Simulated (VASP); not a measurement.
## C: single point with PBE+D3(BJ)

The system is C, a slab with vacuum.

```
C
1.0
     3.68426   -6.38132    0.00000
    -7.36851    0.00000    0.00000
     0.00000    0.00000   -8.52380
C
18
Direct
  0.44444 0.55556 0.00000
  0.11111 0.55556 0.00000
  0.77778 0.55556 0.00000
  0.44444 0.22222 0.00000
  0.11111 0.22222 0.00000
  0.77778 0.22222 0.00000
  0.44444 0.88889 0.00000
  0.11111 0.88889 0.00000
  0.77778 0.88889 0.00000
  0.55556 0.44444 0.00000
  0.22222 0.44444 0.00000
  0.88889 0.44444 0.00000
  0.55556 0.11111 0.00000
  0.22222 0.11111 0.00000
  0.88889 0.11111 0.00000
  0.55556 0.77778 0.00000
  0.22222 0.77778 0.00000
  0.88889 0.77778 0.00000
```

```json
{
 "Program": "VASP 6.6.1",
 "Task": "single point",
 "Functional": "PBE",
 "Dispersion": "D3(BJ)",
 "Potentials or basis": "VASP PAW PBE potentials, release 64 (C)",
 "Cutoff": "700 eV",
 "k mesh": "2 × 2 × 2, shifted",
 "Occupations": "gaussian, width 0.1 eV",
 "Spin": "no spin polarisation"
}
```

* Largest force: 0.111 eV/Å
* Dispersion energy per atom: -0.090 eV

Forces on the atoms (eV/Å):
```
C   -0.095  0.055  0.000
C   -0.095  0.055  0.000
C   -0.096  0.055  0.000
C   -0.095  0.056  0.000
C   -0.095  0.056  0.000
C   -0.095  0.055  0.000
C   -0.096  0.055  0.000
C   -0.096  0.056  0.000
C   -0.095  0.054  0.000
C    0.095 -0.055  0.000
C    0.096 -0.055  0.000
C    0.095 -0.055  0.000
C    0.096 -0.055  0.000
C    0.095 -0.054  0.000
C    0.096 -0.056  0.000
C    0.095 -0.056  0.000
C    0.095 -0.055  0.000
C    0.095 -0.056  0.000
```

It took 6.7 min on 1 thread of Intel Xeon 8259CL, with other jobs on the host, peak memory 0.67 GiB.

Caveat: there is no dipole correction, which matters where the two faces differ.
